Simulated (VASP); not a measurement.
Set up this calculation in VASP 6.6.1, as the native input.

```
Task                   : electric field gradients
Functional             : LDA
Potentials or basis    : VASP PAW LDA potentials, release 64 (Y_sv, Se)
Cutoff                 : 520 eV
k mesh                 : 7 × 7 × 7
Occupations            : fermi-dirac, width 0.03 eV
Spin                   : no spin polarisation
Dipole correction      : no
Further INCAR settings : ALGO = Normal; EDIFF = 1e-08; NBANDS = 16
```

The structure of YSe lies in POSCAR:

```
YSe
1.0
    0.0287500000      2.8893750000      2.8893750000
    2.8893750000      0.0287500000      2.8893750000
    2.8893750000      2.8893750000      0.0287500000
Y Se
1 1
Direct
    0.0000000000      0.0000000000      0.0000000000
    0.5000000000      0.5000000000      0.5000000000
```

This cell differs from its parent crystal: equal xy, yz and zx shear strains of +1 %.

One way to write it, as run:

INCAR

```
SYSTEM = YSe
ALGO = Normal ; EDIFF = 1E-8
ENCUT = 520 ; ISIF = 2
ISMEAR = -1 ; LASPH = .TRUE.
LCHARG = .FALSE. ; LEFG = .TRUE.
LREAL = .FALSE. ; LWAVE = .FALSE.
NBANDS = 16 ; NELM = 100
PREC = Accurate ; SIGMA = 0.03
```

KPOINTS

```
k-points
0
G
  7 7 7
  0 0 0
```

Potentials or basis: VASP PAW LDA potentials, release 64 (Y_sv, Se).

Run with:

```console
$ cat potpaw_LDA.64/Y_sv/POTCAR potpaw_LDA.64/Se/POTCAR > POTCAR
$ mpirun -np 1 vasp_std > vasp.out
```

Results of the run:

```yaml
Pressure: -4.5 GPa
```

Caveat: the cell differs from its parent crystal (equal xy, yz and zx shear strains of +1 %); without QUAD_EFG the Cq values of the log hold for a quadrupole moment of 1 mb, not for the nuclei.

Wall time 57 s on 1 thread of AMD EPYC 7R13, on a shared host, peak memory 0.16 GiB.
